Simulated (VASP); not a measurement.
BAs:

```
B As
1.0
     0.00000    2.39187    2.39187
     2.39187    0.00000    2.39187
     2.39187    2.39187    0.00000
B As
1 1
Direct
  0.00000 0.00000 0.00000
  0.25000 0.25000 0.25000
```

Base run:

```yaml
Program: VASP 6.6.1
Functional: PBE
Potentials_or_basis: VASP PAW PBE potentials, release 64 (B, As)
Cutoff: 500 eV
k_mesh: 8 × 8 × 8
Occupations: gaussian, width 0.01 eV
Spin: no spin polarisation
```

Its results: band gap on the k mesh 1.19 eV, indirect (least direct gap 3.27 eV); pressure 2.8 GPa.

Problem. The run is repeated on the same cell with these changes: functional from PBE to r2SCAN; cutoff from 500 eV to 550 eV. What comes out?

Solution. Band gap on the k mesh 1.39 eV, indirect (least direct gap 3.44 eV); pressure 0.3 GPa.

r2SCAN gives the wider gap, since meta-GGAs in the generalised Kohn-Sham scheme recover part of the derivative discontinuity.

Caveats: the PAW data sets were made with another functional, which shifts forces and pressure a little (some runs).

A k mesh can miss the band edges.
